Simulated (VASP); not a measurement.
Runs of VASP 6.6.1 on Ge. The structure is that of space group P6_3/mmc (No. 194), or close to it. The cells are those of the table. This isn't the form of Ge at room conditions, which is diamond.

```csv
task,cell,cutoff (eV),gap on the mesh (eV),pressure (GPa)
single point,"a = 2.649, b = 2.649, c = 4.462 Å, angles 90.0, 90.0, 120.0°, 2 atoms",520,none,50.4
relaxation of shape and atoms at fixed volume,"relaxed from a = 2.755, b = 2.755, c = 4.715 Å, angles 90.0, 90.0, 120.0°, 2 atoms",600,none,23.6
relaxation of shape and atoms at fixed volume,"relaxed from a = 2.186, b = 2.186, c = 3.742 Å, angles 90.0, 90.0, 120.0°, 2 atoms",600,none,463.6
single point,"a = 2.760, b = 2.760, c = 4.697 Å, angles 90.0, 90.0, 120.0°, 2 atoms",520,none,(a)
single point,"a = 2.394, b = 2.394, c = 3.901 Å, angles 90.0, 90.0, 120.0°, 2 atoms",520,none,209.0
relaxation of shape and atoms at fixed volume,"relaxed from a = 2.503, b = 2.503, c = 4.284 Å, angles 90.0, 90.0, 120.0°, 2 atoms",600,none,101.8
single point,"a = 2.218, b = 2.218, c = 3.636 Å, angles 90.0, 90.0, 120.0°, 2 atoms",520,none,463.5
relaxation of shape and atoms at fixed volume,"relaxed from a = 2.865, b = 2.865, c = 4.904 Å, angles 90.0, 90.0, 120.0°, 2 atoms",600,none,8.6
```

Alike in all rows: level PBE; potentials or basis VASP PAW PBE potentials, release 64 (Ge_d); no spin polarisation; k mesh 14 × 14 × 8; smearing fermi-dirac 0.1 eV.

Problem. Estimate the missing entries.

Solution. (a) 23.4.

Caveats: the cell stands under pressure (at least some runs).

A k mesh can miss the band edges, and the runs leave out spin-orbit coupling on Ge.

A gap of «none» marks levels without a gap at the run's occupations.
